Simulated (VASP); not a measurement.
# CH4 in VASP: a series of runs

CH4 is run at these levels: PBE; tasks: single point, relaxation of the atoms.

Program: VASP 6.6.1. These are calculated values, not measurements. Logs are shortened: lines on timing, memory, paths and dates and some standing lists are left out, and cuts for length are marked.

## (1) The cell of the first run

The cell holds a molecule in a box, 5 atoms: a = 12.000 Å, b = 12.000 Å, c = 12.000 Å, α = 90.00°, β = 90.00°, γ = 90.00°.

## (2) Single point, PBE

Input file INCAR:

```
SYSTEM = H4C
ALGO = Normal
EDIFF = 1E-6
ENCUT = 520
GGA = PE
ISIF = 2
ISMEAR = 0
LASPH = .TRUE.
LCHARG = .FALSE.
LREAL = .FALSE.
LWAVE = .FALSE.
NBANDS = 12
NELM = 60
PREC = Accurate
SIGMA = 0.01
```

Input file KPOINTS:

```
k-points
0
G
  1 1 1
  0 0 0
```

Input file POSCAR:

```
H4C
1.0
   12.0000000000      0.0000000000      0.0000000000
    0.0000000000     12.0000000000      0.0000000000
    0.0000000000      0.0000000000     12.0000000000
C H
1 4
Direct
    0.4985080749      0.4975890657      0.4960069146
    0.4430864519      0.4550282021      0.4372947343
    0.5569217569      0.4373150311      0.5318540642
    0.4489575840      0.5353156627      0.5627271303
    0.5450666890      0.5626983566      0.4521527183
```

Potentials or basis: VASP PAW PBE potentials, release 64 (C, H).

The run is started by

```console
$ cat potpaw_PBE.64/C/POTCAR potpaw_PBE.64/H/POTCAR > POTCAR
$ mpirun -np 1 vasp_gam > vasp.out
```

OUTCAR:

```text
SYSTEM = H4C
   EDIFF = 1E-6
   ENCUT = 520
   GGA = PE
   ISIF = 2
   ISMEAR = 0
   LASPH = .TRUE.
   LREAL = .FALSE.
   NELM = 60
   PREC = Accurate

 ion  position               nearest neighbor table
   1  0.499  0.498  0.496-   2 1.10   5 1.10   4 1.10   3 1.10
   2  0.443  0.455  0.437-   1 1.10
   3  0.557  0.437  0.532-   1 1.10
   4  0.449  0.535  0.563-   1 1.10
   5  0.545  0.563  0.452-   1 1.10

  LATTYP: Found a simple cubic cell.
 ALAT       =    12.0000000000

  Lattice vectors:

 A1 = (  12.0000000000,   0.0000000000,   0.0000000000)
 A2 = (   0.0000000000,  12.0000000000,   0.0000000000)
 A3 = (   0.0000000000,   0.0000000000,  12.0000000000)

Analysis of symmetry for initial positions (statically):
=====================================================================
 Subroutine PRICEL returns:
 Original cell was already a primitive cell.

 Routine SETGRP: Setting up the symmetry group for a
 simple cubic supercell.

 Subroutine GETGRP returns: Found  1 space group operations
 (whereof  1 operations were pure point group operations)
 out of a pool of 48 trial point group operations.

The static configuration has the point symmetry C_1 .

Analysis of symmetry for dynamics (positions and initial velocities):
=====================================================================
 Subroutine PRICEL returns:
 Original cell was already a primitive cell.

 Routine SETGRP: Setting up the symmetry group for a
 simple cubic supercell.

 Subroutine GETGRP returns: Found  1 space group operations
 (whereof  1 operations were pure point group operations)
 out of a pool of 48 trial point group operations.

The dynamic configuration has the point symmetry C_1 .

 Subroutine INISYM returns: Found  1 space group operations
 (whereof  1 operations are pure point group operations),
 and found     1 'primitive' translations

----------------------------------------------------------------------------------------

                                     Primitive cell

  volume of cell :    1728.0000

  direct lattice vectors                    reciprocal lattice vectors
    12.000000000  0.000000000  0.000000000     0.083333333  0.000000000  0.000000000
     0.000000000 12.000000000  0.000000000     0.000000000  0.083333333  0.000000000
     0.000000000  0.000000000 12.000000000     0.000000000  0.000000000  0.083333333

  length of vectors
    12.000000000 12.000000000 12.000000000     0.083333333  0.083333333  0.083333333

  position of ions in fractional coordinates (direct lattice)
     0.498508075  0.497589066  0.496006915
     0.443086452  0.455028202  0.437294734
     0.556921757  0.437315031  0.531854064
     0.448957584  0.535315663  0.562727130
     0.545066689  0.562698357  0.452152718

  ion indices of the primitive-cell ions
   primitive index   ion index
                 1           1
                 2           2
                 3           3
                 4           4
                 5           5

----------------------------------------------------------------------------------------

 KPOINTS: k-points

Automatic generation of k-mesh.
 Grid dimensions read from file:
 generate k-points for:    1    1    1

 Generating k-lattice:

  Cartesian coordinates                     Fractional coordinates (reciprocal lattice)
     0.083333333  0.000000000  0.000000000     1.000000000  0.000000000  0.000000000
     0.000000000  0.083333333  0.000000000     0.000000000  1.000000000  0.000000000
     0.000000000  0.000000000  0.083333333     0.000000000  0.000000000  1.000000000

  Length of vectors
     0.083333333  0.083333333  0.083333333

  Shift w.r.t. Gamma in fractional coordinates (k-lattice)
     0.000000000  0.000000000  0.000000000

 Subroutine IBZKPT returns following result:
 ===========================================

 Found      1 irreducible k-points:

 Following reciprocal coordinates:
            Coordinates               Weight
  0.000000  0.000000  0.000000      1.000000
   k-points           NKPTS =      1   k-points in BZ     NKDIM =      1   number of bands    NBANDS=     12
   number of dos      NEDOS =    301   number of ions     NIONS =      5
   total plane-waves  NPLWV = 729000
   dimension x,y,z NGX =    90 NGY =   90 NGZ =   90
   dimension x,y,z NGXF=   180 NGYF=  180 NGZF=  180
   ions per type =               1   4
   NGX,Y,Z   is equivalent  to a cutoff of  12.47, 12.47, 12.47 a.u.
   NGXF,Y,Z  is equivalent  to a cutoff of  24.94, 24.94, 24.94 a.u.
 SYSTEM =  H4C
   PREC   = accura    normal or accurate (medium, high low for compatibility)
   ISTART =      0    job   : 0-new  1-cont  2-samecut
   ICHARG =      2    charge: 1-file 2-atom 10-const
   ISPIN  =      1    spin polarized calculation?
   LNONCOLLINEAR =      F non collinear calculations
   LSORBIT =      F    spin-orbit coupling
   LASPH  =      T    aspherical Exc in radial PAW
   ENCUT  =  520.0 eV  38.22 Ry    6.18 a.u.  22.31 22.31 22.31*2*pi/ulx,y,z
   NELM   =     60;   NELMIN=  2; NELMDL= -5     # of ELM steps
   EDIFF  = 0.1E-05   stopping-criterion for ELM
   LREAL  =      F    real-space projection
   EDIFFG = 0.1E-04   stopping-criterion for IOM
   NSW    =      0    number of steps for IOM
   IBRION =     -1    ionic relax: 0-MD 1-quasi-New 2-CG
   NFREE  =      0    steps in history (QN), initial steepest desc. (CG)
   ISIF   =      2    stress and relaxation
   ISYM   =      2    0-nonsym 1-usesym 2-fastsym
   POTIM  = 0.5000    time-step for ionic-motion
   TEBEG  =    0.0;   TEEND  =   0.0 temperature during run
   PSTRESS=    0.0 pullay stress
   NELECT =       8.0000    total number of electrons
   NUPDOWN=      -1.0000    fix difference up-down
   EMIN   =  10.00;   EMAX   =-10.00  energy-range for DOS
   EFERMI =   0.00;   METHOD = LEGACY
   ISMEAR =     0;   SIGMA  =   0.01  broadening in eV -4-tet -1-fermi 0-gaus
   EFERMI_NEDOS =   21; number of points for ismear=-14 and -15
   IALGO  =     38    algorithm
   IMIX   =      4    mixing-type and parameters
     AMIX     =   0.40;   BMIX     =  1.00
     AMIX_MAG =   1.60;   BMIX_MAG =  1.00
  volume/ion in A,a.u.               =     345.60      2332.22
  Fermi-wavevector in a.u.,A,eV,Ry     =   0.272850  0.515611  1.012913  0.074447
  Thomas-Fermi vector in A             =   1.113822
   LORBIT       =      0    0 simple, 1 ext, 2 COOP (PROOUT), +10 PAW based schemes
   GGA     = PE    functional components
   LHFCALC =     F    Hartree Fock is set to
   AEXX    =    0.0000 exact exchange contribution
   IVDW    =     0    specifies the selected vdW correction
   LEPSILON=     F    determine dielectric tensor
   LRPA    =     F    only Hartree local field effects (RPA)
 non-spin polarized calculation
 Gauss-broadening in eV      SIGMA  =   0.01
  energy-cutoff  :      520.00
  volume of cell :     1728.00
 maximum number of plane-waves:     23293
 NGX is ok and might be reduce to    90
   NGX = 45   NGY = 45   NGZ = 45

 number of electron       8.0000000 magnetization

 Free energy of the ion-electron system (eV)
  ---------------------------------------------------
  ext. energy  EPLUGINS =         0.00000000
  ---------------------------------------------------
  free energy    TOTEN  =       -24.04166228 eV

  energy without entropy =      -24.04166228  energy(sigma->0) =      -24.04166228

 E-fermi :  -9.2850     XC(G=0):  -0.4141

 val. band max:       -9.3456355784   @ k =   0.0000   0.0000   0.0000
 cond. band min:      -0.4556522249   @ k =   0.0000   0.0000   0.0000
 fundamental gap:      8.8899833536
 Fermi energy:        -9.2849705891

 k-point     1 :       0.0000    0.0000    0.0000
  band No.  band energies     occupation
      1     -16.9431      2.00000
      2      -9.3457      2.00000
      3      -9.3457      2.00000
      4      -9.3456      2.00000
      5      -0.4557      0.00000
      6       0.5592      0.00000
      7       0.7363      0.00000
      8       0.7378      0.00000
      9       0.7380      0.00000
     10       0.9396      0.00000
     11       0.9453      0.00000
     12       1.6034      0.00000

------------------------ aborting loop because EDIFF is reached ----------------------------------------

  FORCE on cell =-STRESS in cart. coord.  units (eV):
  Direction    XX          YY          ZZ          XY          YZ          ZX
  --------------------------------------------------------------------------------------
  -------------------------------------------------------------------------------------
  Total       -0.0317237     -0.0321901     -0.0321239      0.0000459      0.0000276     -0.0000491
  in kB       -0.0294138     -0.0298462     -0.0297848      0.0000426      0.0000255     -0.0000455
  external PRESSURE =      -0.0296816 kB  Pullay stress =       0.0000000 kB

 VOLUME and BASIS-vectors are now :
 -----------------------------------------------------------------------------
  energy-cutoff  :      520.00
  volume of cell :     1728.00
      direct lattice vectors                 reciprocal lattice vectors
    12.000000000  0.000000000  0.000000000     0.083333333  0.000000000  0.000000000
     0.000000000 12.000000000  0.000000000     0.000000000  0.083333333  0.000000000
     0.000000000  0.000000000 12.000000000     0.000000000  0.000000000  0.083333333

 POSITION                                       TOTAL-FORCE (eV/Angst)
 -----------------------------------------------------------------------------------
      5.98210      5.97107      5.95208         0.000102      0.000058     -0.000038
      5.31704      5.46034      5.24754        -0.013652     -0.010474     -0.014371
      6.68306      5.24778      6.38225         0.014329     -0.014797      0.008633
      5.38749      6.42379      6.75273        -0.012237      0.009291      0.016367
      6.54080      6.75238      5.42583         0.011458      0.015922     -0.010590
 -----------------------------------------------------------------------------------
    total drift:                                0.000080      0.000059     -0.000143

  FREE ENERGIE OF THE ION-ELECTRON SYSTEM (eV)
  ---------------------------------------------------
  free  energy   TOTEN  =       -24.0416622796 eV

  energy  without entropy=      -24.0416622796  energy(sigma->0) =      -24.04166228
```

It took 2.2 min on 1 thread of Intel Xeon Platinum 8259CL at 2.50GHz (Skylake/Cascade Lake), shared host; peak memory 1.2 GiB.

Results:

* Free energy: -24.0417 eV
* Largest force: 0.022 eV/Å
* Gap between the frontier levels: 8.89 eV

Forces in eV/Å, atoms in the order of the input:
```
C    0.000  0.000  0.000
H   -0.014 -0.010 -0.014
H    0.014 -0.015  0.009
H   -0.012  0.009  0.016
H    0.011  0.016 -0.011
```

Levels at points of the mesh, in eV from the valence-band top:
```tsv
k point	band 1	band 2	band 3	band 4	band 5	band 6	band 7	band 8	band 9
(0.00, 0.00, 0.00)	-7.60	0.00	0.00	0.00	8.89	9.90	10.08	10.08	10.08
```

[end of part 1 of 2]
